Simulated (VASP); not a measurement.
**Mn: relaxation of cell and atoms with RPBE**

The system is Mn.

```xyz
8
Lattice="4.5468 0.0000 0.0000 0.0000 4.5468 0.0000 0.0000 0.0000 4.5468" Properties=species:S:1:pos:R:3 pbc="T T T"
Mn    0.0000    0.0000    0.0000
Mn    2.2734    2.2734    2.2734
Mn    1.1367    0.0000    2.2734
Mn    3.4101    0.0000    2.2734
Mn    2.2734    1.1367    0.0000
Mn    2.2734    3.4101    0.0000
Mn    0.0000    2.2734    1.1367
Mn    0.0000    2.2734    3.4101
```

| Property | Result |
| --- | --- |
| Program | VASP 6.6.1 |
| Task | relaxation of cell and atoms |
| Functional | RPBE |
| Potentials or basis | VASP PAW PBE potentials, release 64 (Mn_pv) |
| Cutoff | 600 eV |
| k mesh | 6 × 6 × 6 |
| Occupations | fermi-dirac, width 0.05 eV |
| Spin | collinear spin, ferromagnetic start |
| Starting moments | [3.0, 3.0, 3.0, 3.0, 3.0, 3.0, 3.0, 3.0] μB |
| Dipole correction | no |
| Further INCAR settings | ALGO = Normal; EDIFF = 1e-06; IBRION = 2; EDIFFG = -0.01; NSW = 80; ISIF = 3 |

```json
{
 "Relaxed volume": "11.02 Å³/atom",
 "Relaxed cell": "a = 4.451 Å, b = 4.451 Å, c = 4.451 Å, α = 90.00°, β = 90.00°, γ = 90.00°",
 "Space group after relaxing (to 0.1 Å)": "Pm-3n (No. 223)",
 "Energy gained by relaxing": "22.5 meV/atom",
 "Ionic steps": "4",
 "Pressure after relaxing": "-0.1 GPa",
 "Net moment": "1.15 μB per cell",
 "Site moments": "Mn +0.47, +0.03 (each value once) μB",
 "Valence electrons inside the program's atomic spheres": "Mn 11.96, 11.94 (each value once)"
}
```

Step by step:
```csv
step,energy change (eV),largest force (eV/Å),pressure (GPa),volume (Å³)
1,0.0000,0.0000,-9.63,94.00
2,-0.0669,0.0000,11.08,84.71
3,-0.1791,0.0000,-0.88,88.47
4,-0.1800,0.0000,-0.11,88.18
```

Final structure:
```
CELL_PARAMETERS angstrom
4.45095 0.00000 0.00000
0.00000 4.45095 0.00000
0.00000 0.00000 4.45095
ATOMIC_POSITIONS crystal
Mn 0.00000 0.00000 0.00000
Mn 0.50000 0.50000 0.50000
Mn 0.25000 0.00000 0.50000
Mn 0.75000 0.00000 0.50000
Mn 0.50000 0.25000 0.00000
Mn 0.50000 0.75000 0.00000
Mn 0.00000 0.50000 0.25000
Mn 0.00000 0.50000 0.75000
```

Levels at points of the mesh, in eV from the Fermi level:
Spin up:
```tsv
k point	band 49	band 50	band 51	band 52	band 53	band 54	band 55	band 56	band 57	band 58
(0.00, 0.00, 0.00)	-1.20	-0.09	-0.09	-0.09	0.10	0.10	0.10	0.22	0.22	0.55
(0.50, 0.00, 0.00)	-0.47	-0.47	-0.45	-0.45	-0.31	-0.31	0.22	0.22	0.71	0.71
(0.50, 0.50, 0.00)	-0.72	-0.67	-0.52	-0.11	0.18	0.21	0.22	0.38	0.42	0.42
(0.50, 0.50, 0.50)	-0.13	-0.13	-0.13	-0.13	-0.13	-0.13	0.77	0.77	0.77	0.77
```
Spin down:
| k point | band 49 | band 50 | band 51 | band 52 | band 53 | band 54 |
| --- | --- | --- | --- | --- | --- | --- |
| (0.00, 0.00, 0.00) | -0.76 | 0.06 | 0.06 | 0.06 | 0.14 | 0.14 |
| (0.50, 0.00, 0.00) | -0.37 | -0.37 | -0.33 | -0.33 | 0.00 | 0.00 |
| (0.50, 0.50, 0.00) | -0.64 | -0.64 | -0.52 | -0.12 | 0.22 | 0.51 |
| (0.50, 0.50, 0.50) | -0.03 | -0.03 | -0.03 | -0.03 | -0.03 | -0.03 |

Run time: 33 min on 1 × NVIDIA H100 80GB with 1 thread of Intel(R) Xeon(R) Platinum 8481C CPU @ 2.70GHz (Sapphire Rapids), on a shared host, peak memory 1.4 GiB.

Caveat: the PAW data sets were made with another functional, which shifts forces and pressure a little.
